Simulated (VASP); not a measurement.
A run of VASP 6.6.1:

The input INCAR:

```
SYSTEM = Fe
PREC = Accurate
ENCUT = 520
EDIFF = 1E-6
ISMEAR = -1
SIGMA = 0.1
LREAL = .FALSE.
LASPH = .TRUE.
NELM = 150
ALGO = Normal
ISIF = 2
LWAVE = .FALSE.
LCHARG = .TRUE.
ISPIN = 2
MAGMOM = 0 4
LORBIT = 11
LMAXMIX = 4
GGA = PE
LELF = .TRUE.
LVHAR = .TRUE.
NBANDS = 19
ISYM = 0
```

Contents of KPOINTS:

```
Automatic mesh
0
G
  15 8 15
  0 0 0
```

Contents of POSCAR:

```
Fe
1.0
    0.0000000000      1.7340000000      1.7340000000
    3.4680000000      0.0000000000      3.4680000000
    1.7340000000      1.7340000000      0.0000000000
Fe
2
Direct
    0.0000000000      0.0000000000      0.0000000000
    0.0000000000      0.5000000000      0.0000000000
```

Potentials or basis: VASP PAW PBE potentials, release 64 (Fe).

Run with:

```sh
$ cat potpaw_PBE.64/Fe/POTCAR > POTCAR
$ mpirun -np 1 vasp_std > vasp.out
```

Hardware: 1 thread of Oxide Virtual Turin-like Processor, with other jobs on the host.

Q: How long does it take, and how much memory?

A: Run time: 28 min on 1 thread of Oxide Virtual Turin-like Processor, on a shared host, peak memory 0.52 GiB. Counts: scf iterations 23, k points 901.
